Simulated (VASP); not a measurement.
HfN: single point with PBE

Crystal: HfN.

```
Hf N
1.0
     3.41017    0.00000    0.00000
    -1.70508    2.95328    0.00000
     0.00000    0.00000    3.94318
Hf N
1 1
Direct
  0.00000 0.00000 0.50000
  0.00000 0.00000 0.00000
```

* Program: VASP 6.6.1
* Task: single point
* Functional: PBE
* Potentials or basis: VASP PAW PBE potentials, release 64 (Hf_pv, N)
* Cutoff: 520 eV
* k mesh: 9 × 9 × 7
* Occupations: fermi-dirac, width 0.05 eV
* Spin: no spin polarisation

```yaml
Pressure: 2.9 GPa
```

Stress tensor (GPa, compression positive):
```
1.28 0.00 0.00
0.00 1.28 0.00
0.00 0.00 6.02
```

Levels at points of the mesh, in eV from the Fermi level:
```tsv
k point	band 4	band 5	band 6	band 7	band 8	band 9	band 10	band 11	band 12	band 13
(0.00, 0.00, 0.00)	-13.34	-3.45	0.14	0.46	0.46	1.92	1.92	4.39	4.39	8.99
```

It took 54 s on 1 thread of Intel(R) Xeon(R) Platinum 8259CL CPU @ 2.50GHz (Skylake/Cascade Lake) (shared host), peak memory 0.17 GiB.

Caveat: spin-orbit coupling is left out, which moves the levels of the heavy elements.
